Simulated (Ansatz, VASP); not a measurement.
## MoS2: VASP beside Ansatz

```
Mo S
1.0
     1.55313    0.89670    5.99017
    -1.55313    0.89670    5.99017
     0.00000   -1.79340    5.99017
Mo S
1 2
Direct
  0.00000 0.00000 0.00000
  0.25000 0.25000 0.25000
  0.75000 0.75000 0.75000
```

Alike in both runs: task single point; functional LDA; k mesh 10 × 10 × 10; occupations fermi-dirac, width 0.05 eV; no spin polarisation.

```csv
,VASP,Ansatz
version,VASP 6.6.1,Ansatz 0.2.0
potentials or method,"VASP PAW LDA potentials, release 64 (Mo_sv, S)",Ansatz PAW
plane-wave cutoff (eV),520,420
valence electrons in the cell,26,26
```

|  | VASP | Ansatz | Ansatz less VASP |
| --- | --- | --- | --- |
| gap on the k mesh at the Fermi level (eV) | none | none | - |
| pressure (GPa) | 11.1 | 10.9 | -0.13 |
| traceless stress, the component that is largest in VASP (GPa) | 4.27 | 4.26 | -0.014 |
| rms of the force components (eV/Å) | 0.842 | 0.833 | -0.0089 |

LDA's correlation is that of Perdew and Zunger in VASP and of Perdew and Wang (1992) in Ansatz. Atom by atom the forces differ by 0.009 eV/Å (rms over components). A gap of «none» marks a metal or a gap that the smearing closes.
